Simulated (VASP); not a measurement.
# Bi (P-1) in VASP: single point with PBE

Aim: the single point of Bi with PBE.

Program: VASP 6.6.1. These are calculated values, not measurements. Logs are shortened: lines on timing, memory, paths and dates and some standing lists are left out, and cuts for length are marked.

**1. The cell of the first run**

The typed cell holds 1 atom: a = 3.435 Å, b = 3.411 Å, c = 3.481 Å, α = 107.43°, β = 111.24°, γ = 110.38°.

**2. Single point, PBE (the cell strained at random)**

Input file INCAR:

```
PREC = Accurate
ENCUT = 520
EDIFF = 1E-7
ISMEAR = -1
SIGMA = 0.05
LREAL = F
LASPH = T
NELM = 100
ALGO = Fast
ISIF = 2
LWAVE = F
LCHARG = F
GGA = PE
NBANDS = 14
```

Input file KPOINTS:

```
Automatic mesh
0
Gamma
  9 9 9
```

Input file POSCAR:

```
Bi
1.0
   -2.0510920000      1.9322640000      1.9637210000
    2.0091320000     -1.9541400000      1.9436370000
    2.0699580000      1.9730060000     -1.9855970000
Bi
1
Direct
   -0.0137770000     -0.0173050000     -0.0196660000
```

Potentials or basis: VASP PAW PBE potentials, release 64 (Bi_d).

On the command line:

```sh
$ cat potpaw_PBE.64/Bi_d/POTCAR > POTCAR
$ mpirun -np 1 vasp_std > vasp.out
```

OUTCAR:

```text
PREC = Accurate
   ENCUT = 520
   EDIFF = 1E-7
   ISMEAR = -1
   LREAL = F
   LASPH = T
   NELM = 100
   ISIF = 2
   GGA = PE

 ion  position               nearest neighbor table
   1  0.986  0.983  0.980-

  LATTYP: Found a triclinic cell.
 ALAT       =     8.7729334572
 B/A-ratio  =     0.6332696793
 C/A-ratio  =     0.3884405530
 COS(alpha) =     0.0123956922
 COS(beta)  =     0.2625959046
 COS(gamma) =     0.9497227610

  Lattice vectors:

 A1 = (  -0.0796920000,  -7.8324160000,   3.9511100000)
 A2 = (  -0.0608260000,  -3.9271460000,   3.9292340000)
 A3 = (  -2.0279980000,  -1.9511300000,  -1.9217610000)

Analysis of symmetry for initial positions (statically):
=====================================================================
 Subroutine PRICEL returns:
 Original cell was already a primitive cell.

 Routine SETGRP: Setting up the symmetry group for a
 triclinic supercell.

 Subroutine GETGRP returns: Found  2 space group operations
 (whereof  1 operations were pure point group operations)
 out of a pool of  2 trial point group operations.

The static configuration has the point symmetry C_1 .
 The point group associated with its full space group is S_2 .

Analysis of symmetry for dynamics (positions and initial velocities):
=====================================================================
 Subroutine PRICEL returns:
 Original cell was already a primitive cell.

 Routine SETGRP: Setting up the symmetry group for a
 triclinic supercell.

 Subroutine GETGRP returns: Found  2 space group operations
 (whereof  1 operations were pure point group operations)
 out of a pool of  2 trial point group operations.

The dynamic configuration has the point symmetry C_1 .
 The point group associated with its full space group is S_2 .

 Subroutine INISYM returns: Found  2 space group operations
 (whereof  1 operations are pure point group operations),
 and found     1 'primitive' translations

----------------------------------------------------------------------------------------

                                     Primitive cell

  volume of cell :      31.1169

  direct lattice vectors                    reciprocal lattice vectors
    -2.051092000  1.932264000  1.963721000     0.001456670  0.257498986  0.257384701
     2.009132000 -1.954140000  1.943637000     0.247811569  0.000251379  0.258589992
     2.069958000  1.973006000 -1.985597000     0.244015391  0.254908099  0.004047557

  length of vectors
     3.434650306  3.410718300  3.481389700     0.364080670  0.358161166  0.352899465

  position of ions in fractional coordinates (direct lattice)
     0.986223000  0.982695000  0.980334000

  ion indices of the primitive-cell ions
   primitive index   ion index
                 1           1

----------------------------------------------------------------------------------------

 KPOINTS: Automatic mesh

Automatic generation of k-mesh.
 Grid dimensions read from file:
 generate k-points for:    9    9    9

 Generating k-lattice:

  Cartesian coordinates                     Fractional coordinates (reciprocal lattice)
     0.000161852  0.028610998  0.028598300     0.111111111  0.000000000 -0.000000000
     0.027534619  0.000027931  0.028732221     0.000000000  0.111111111  0.000000000
     0.027112821  0.028323122  0.000449729    -0.000000000  0.000000000  0.111111111

  Length of vectors
     0.040453408  0.039795685  0.039211052

  Shift w.r.t. Gamma in fractional coordinates (k-lattice)
     0.000000000  0.000000000  0.000000000

 Subroutine IBZKPT returns following result:
 ===========================================

 Found    365 irreducible k-points:

 Following reciprocal coordinates:
            Coordinates               Weight
  0.000000  0.000000  0.000000      1.000000
  0.111111 -0.000000  0.000000      2.000000
  0.222222  0.000000 -0.000000      2.000000
  0.333333  0.000000 -0.000000      2.000000
  0.444444  0.000000 -0.000000      2.000000
  0.000000  0.111111 -0.000000      2.000000
[... 16 lines left out ...]
 -0.111111  0.222222  0.000000      2.000000
 -0.000000  0.333333  0.000000      2.000000
 [... further k-points ...]
   k-points           NKPTS =    365   k-points in BZ     NKDIM =    365   number of bands    NBANDS=     14
   number of dos      NEDOS =    301   number of ions     NIONS =      1
   total plane-waves  NPLWV =  21952
   dimension x,y,z NGX =    28 NGY =   28 NGZ =   28
   dimension x,y,z NGXF=    56 NGYF=   56 NGZF=   56
   ions per type =               1
   NGX,Y,Z   is equivalent  to a cutoff of  13.55, 13.65, 13.37 a.u.
   NGXF,Y,Z  is equivalent  to a cutoff of  27.11, 27.30, 26.74 a.u.
 SYSTEM =  unknown system
   PREC   = accura    normal or accurate (medium, high low for compatibility)
   ISTART =      0    job   : 0-new  1-cont  2-samecut
   ICHARG =      2    charge: 1-file 2-atom 10-const
   ISPIN  =      1    spin polarized calculation?
   LNONCOLLINEAR =      F non collinear calculations
   LSORBIT =      F    spin-orbit coupling
   LASPH  =      T    aspherical Exc in radial PAW
   ENCUT  =  520.0 eV  38.22 Ry    6.18 a.u.   6.39  6.34  6.47*2*pi/ulx,y,z
   NELM   =    100;   NELMIN=  2; NELMDL= -5     # of ELM steps
   EDIFF  = 0.1E-06   stopping-criterion for ELM
   LREAL  =      F    real-space projection
   EDIFFG = 0.1E-05   stopping-criterion for IOM
   NSW    =      0    number of steps for IOM
   IBRION =     -1    ionic relax: 0-MD 1-quasi-New 2-CG
[... 8 lines left out ...]
   EMIN   =  10.00;   EMAX   =-10.00  energy-range for DOS
   EFERMI =   0.00;   METHOD = LEGACY
   ISMEAR =    -1;   SIGMA  =   0.05  broadening in eV -4-tet -1-fermi 0-gaus
   EFERMI_NEDOS =   21; number of points for ismear=-14 and -15
   IALGO  =     68    algorithm
   IMIX   =      4    mixing-type and parameters
     AMIX     =   0.40;   BMIX     =  1.00
     AMIX_MAG =   1.60;   BMIX_MAG =  1.00
  volume/ion in A,a.u.               =      31.12       209.99
  Fermi-wavevector in a.u.,A,eV,Ry     =   1.283630  2.425708 22.418390  1.647705
  Thomas-Fermi vector in A             =   2.415871
   LORBIT       =      0    0 simple, 1 ext, 2 COOP (PROOUT), +10 PAW based schemes
   GGA     = PE    functional components
   LHFCALC =     F    Hartree Fock is set to
   AEXX    =    0.0000 exact exchange contribution
   IVDW    =     0    specifies the selected vdW correction
   LEPSILON=     F    determine dielectric tensor
   LRPA    =     F    only Hartree local field effects (RPA)
 non-spin polarized calculation
 RMM-DIIS sequential band-by-band and
  energy-cutoff  :      520.00
  volume of cell :       31.12
 maximum number of plane-waves:       856
 NGX is ok and might be reduce to    28
   NGX = 13   NGY = 13   NGZ = 13

 number of electron      14.9999999 magnetization

 Free energy of the ion-electron system (eV)
  ---------------------------------------------------
  ext. energy  EPLUGINS =         0.00000000
  ---------------------------------------------------
  free energy    TOTEN  =        -3.76420357 eV

  energy without entropy =       -3.75937127  energy(sigma->0) =       -3.76178742

 E-fermi :   7.9651     XC(G=0): -10.2916

 val. band max:        7.9452597891   @ k =   0.3333  -0.2222   0.2222
 cond. band min:       7.9677479590   @ k =  -0.2222  -0.3333   0.3333
 fundamental gap:      0.0224881698
 Fermi energy:         7.9651255708

 k-point     1 :       0.0000    0.0000    0.0000
  band No.  band energies     occupation
      1     -15.1303      2.00000
      2     -15.1233      2.00000
      3     -15.0983      2.00000
      4     -14.9970      2.00000
      5     -14.9837      2.00000
      6      -5.6030      2.00000
      7      12.7824      0.00000
      8      13.1106      0.00000
      9      13.1885      0.00000
     10      16.9972      0.00000
     11      18.0818      0.00000
     12      18.5414      0.00000
     13      18.7040      0.00000
     14      19.2565      0.00000

 k-point     2 :       0.1111   -0.0000    0.0000
  band No.  band energies     occupation
      1     -15.1263      2.00000
      2     -15.1041      2.00000
      3     -15.0939      2.00000
      4     -14.9968      2.00000
      5     -14.9892      2.00000
      6      -5.3681      2.00000
      7      11.2024      0.00000
      8      12.1617      0.00000
      9      12.7948      0.00000
     10      16.7033      0.00000
     11      17.1975      0.00000
     12      18.2976      0.00000
     13      18.6638      0.00000
     14      20.2702      0.00000

 k-point     3 :       0.2222    0.0000   -0.0000
  band No.  band energies     occupation
      1     -15.1364      2.00000
      2     -15.0868      2.00000
      3     -15.0361      2.00000
      4     -14.9983      2.00000
      5     -14.9960      2.00000
      6      -4.6797      2.00000
      7       8.1167      0.09199
      8      10.8847      0.00000
      9      12.0941      0.00000
     10      15.0424      0.00000
     11      16.1570      0.00000
     12      18.5857      0.00000
     13      20.1161      0.00000
     14      22.4136      0.00000
[... 324 lines left out ...]
 k-point    23 :      -0.1111    0.2222    0.0000
  band No.  band energies     occupation
      1     -15.1147      2.00000
      2     -15.1033      2.00000
      3     -15.0522      2.00000
      4     -15.0107      2.00000
      5     -14.9922      2.00000
      6      -4.9403      2.00000
      7       9.0567      0.00000
      8      11.2610      0.00000
      9      12.1054      0.00000
     10      16.4392      0.00000
     11      16.6091      0.00000
     12      18.8137      0.00000
     13      19.2465      0.00000
     14      20.8163      0.00000

 k-point    24 :      -0.0000    0.3333    0.0000
  band No.  band energies     occupation
      1     -15.1339      2.00000
      2     -15.0858      2.00000
      3     -15.0133      2.00000
      4     -14.9981      2.00000
      5     -14.9602      2.00000
      6      -3.6844      2.00000
      7       5.1249      2.00000
      8      10.1517      0.00000
      9      11.8713      0.00000
     10      14.4092      0.00000
     11      16.0447      0.00000
     12      18.5200      0.00000
     13      20.1981      0.00000
     14      24.7880      0.00000

 [... further k-points ...]
[... 5 lines left out ...]
  --------------------------------------------------------------------------------------
  -------------------------------------------------------------------------------------
  Total        0.0266509      0.2357882      0.2329527     -0.0229559      0.0210332      0.0834659
  in kB        1.3722275     12.1404858     11.9944892     -1.1819777      1.0829796      4.2975714
  external PRESSURE =       8.5024008 kB  Pullay stress =       0.0000000 kB

 VOLUME and BASIS-vectors are now :
 -----------------------------------------------------------------------------
  energy-cutoff  :      520.00
  volume of cell :       31.12
      direct lattice vectors                 reciprocal lattice vectors
    -2.051092000  1.932264000  1.963721000     0.001456670  0.257498986  0.257384701
     2.009132000 -1.954140000  1.943637000     0.247811569  0.000251379  0.258589992
     2.069958000  1.973006000 -1.985597000     0.244015391  0.254908099  0.004047557

 POSITION                                       TOTAL-FORCE (eV/Angst)
 -----------------------------------------------------------------------------------
      1.98078      1.91952      1.90012         0.000000      0.000000      0.000000
 -----------------------------------------------------------------------------------
    total drift:                                0.000020      0.000005      0.000015

  FREE ENERGIE OF THE ION-ELECTRON SYSTEM (eV)
  ---------------------------------------------------
  free  energy   TOTEN  =        -3.7642035665 eV

  energy  without entropy=       -3.7593712707  energy(sigma->0) =       -3.76178742
```

It took 68 s on 1 thread of Intel Xeon 6975P-C (Granite Rapids), shared host; peak memory 0.26 GiB.

What came out:

```yaml
Free_energy: -3.7642 eV
Pressure: 0.9 GPa
```

Stress tensor (GPa, compression positive):
```
 0.14 -0.12  0.43
-0.12  1.21  0.11
 0.43  0.11  1.20
```

Levels at points of the mesh, in eV from the Fermi level:
| k point | band 5 | band 6 | band 7 | band 8 | band 9 | band 10 | band 11 | band 12 |
| --- | --- | --- | --- | --- | --- | --- | --- | --- |
| (0.00, 0.00, 0.00) | -22.95 | -13.57 | 4.82 | 5.15 | 5.22 | 9.03 | 10.12 | 10.58 |

Caveat: the cell differs from its parent crystal (the cell strained at random); spin-orbit coupling is left out, which moves the levels of the heavy elements.
